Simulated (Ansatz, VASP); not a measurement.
Na2S: VASP beside Ansatz

```xyz
3
Lattice="0.0000 3.3198 3.3198 3.3198 0.0000 3.3198 3.3198 3.3198 0.0000" Properties=species:S:1:pos:R:3 pbc="T T T"
Na    1.6599    1.6599    1.6599
Na    4.9798    4.9798    4.9798
S     0.0000    0.0000    0.0000
```

Alike in both runs: task relaxation of the atoms; functional r2SCAN; k mesh 8 × 8 × 8; occupations fermi-dirac, width 0.02 eV; no spin polarisation.

|  | VASP | Ansatz |
| --- | --- | --- |
| version | VASP 6.6.1 | Ansatz 0.2.0 |
| potentials or method | VASP PAW PBE potentials, release 64 (Na_pv, S), cutoff 500 eV | PAW plane waves |
| valence electrons in the cell | 20 | 24 |

|  | VASP | Ansatz | Ansatz less VASP |
| --- | --- | --- | --- |
| gap on the k mesh at the Fermi level, each at its own relaxed structure (eV) | 2.91 | 2.89 | -0.021 |

VASP's potentials were made for PBE, not for r2SCAN. VASP's potentials hold 20 valence electrons a cell and Ansatz's 24, so a difference there can come from the potentials and not from the codes. Ansatz's warnings: stress scf threshold loose.

Noted on VASP's run: the relaxation stopped at its first step, so nothing moved.
